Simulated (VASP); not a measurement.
Input of a VASP 6.6.1 run:

Contents of INCAR:

```
PREC     = Accurate       # precision mode
ENCUT    = 520            # plane-wave cutoff, eV
EDIFF    = 1E-7           # SCF threshold, eV
ISMEAR   = 0              # smearing method
SIGMA    = 0.05           # smearing width, eV
LREAL    = F              # projectors in reciprocal space
LASPH    = T              # aspherical terms in the spheres
NELM     = 80             # most SCF steps
ALGO     = Normal         # electronic algorithm
ISIF     = 2              # what is computed and relaxed
LWAVE    = F              # write WAVECAR
LCHARG   = F              # write CHGCAR
GGA      = PE             # functional
NBANDS   = 16             # bands
```

KPOINTS

```
Automatic mesh
0
Gamma
  12 12 6
```

POSCAR

```
BN
1.0
    2.5545800962      0.0000000000      0.0000000000
   -1.2772900481      2.2123312593      0.0000000000
    0.0000000000      0.0000000000      4.2245145363
B N
2 2
Direct
    0.7103276610      0.3652953995      0.9998058548
    0.3333333333      0.6666666667      0.4998058548
    0.6666666667      0.3333333333      0.6251941452
    0.3333333333      0.6666666667      0.1251941452
```

Potentials or basis: VASP PAW PBE potentials, release 64 (B, N).

Command:

```sh
$ cat potpaw_PBE.64/B/POTCAR potpaw_PBE.64/N/POTCAR > POTCAR
$ mpirun -np 1 vasp_std > vasp.out
```

Estimate the pressure.

1.8 GPa.

Estimate the band gap on the k mesh.

4.77 eV, indirect (least direct gap 7.44 eV).

Forces in eV/Å, atoms in the order of the input:
```
B   -2.079 -1.733 -0.273
B    0.013  0.011 -0.016
N    0.337  0.338  0.021
N    1.729  1.384  0.268
```

Caveat: the cell differs from its parent crystal (atom 1 (B) moved +0.100 Å along Cartesian [1 1 0]); forces of over 1 eV/Å act on the atoms, so gaps and moduli don't describe the material at rest. A k mesh can miss the band edges.
